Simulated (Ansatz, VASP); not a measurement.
One calculation of Be2Cd, two programs

```
CELL_PARAMETERS angstrom
4.79893 0.00000 0.00000
0.00000 4.79893 0.00000
0.00000 0.00000 4.43588
ATOMIC_POSITIONS crystal
Be 0.34796 0.34796 0.00000
Be 0.15204 0.84796 0.50000
Be 0.65204 0.65204 0.00000
Be 0.84796 0.15204 0.50000
Cd 0.00000 0.00000 0.00000
Cd 0.50000 0.50000 0.50000
```

Alike in both runs: functional PBE; k mesh 8 × 8 × 8; occupations gaussian, width 0.1 eV; no spin polarisation.

Ansatz relaxed the structure, and its values are those at the end. VASP's run is a single point on that final structure, the one shown.

|  | VASP | Ansatz |
| --- | --- | --- |
| version | VASP 6.6.1 | Ansatz 0.2.0 |
| potentials or method | VASP PAW PBE potentials, release 64 (Be, Cd), cutoff 520 eV | scalar-relativistic, plane waves, PAW |
| valence electrons in the cell | 32 | 48 |

Ansatz gave:

| Property | Result |
| --- | --- |
| gap on the k mesh at the Fermi level (eV) | none |
| pressure (GPa) | 0.0 |
| rms of the force components (eV/Å) | 0.000 |

Task: What did VASP give for the same quantities?

Result: gap on the k mesh at the Fermi level (eV): none; pressure (GPa): 0.2; rms of the force components (eV/Å): 0.005.

A gap of «none» marks a metal or a gap that the smearing closes. VASP's potentials hold 32 valence electrons a cell and Ansatz's 48, so a difference there can come from the potentials and not from the codes.
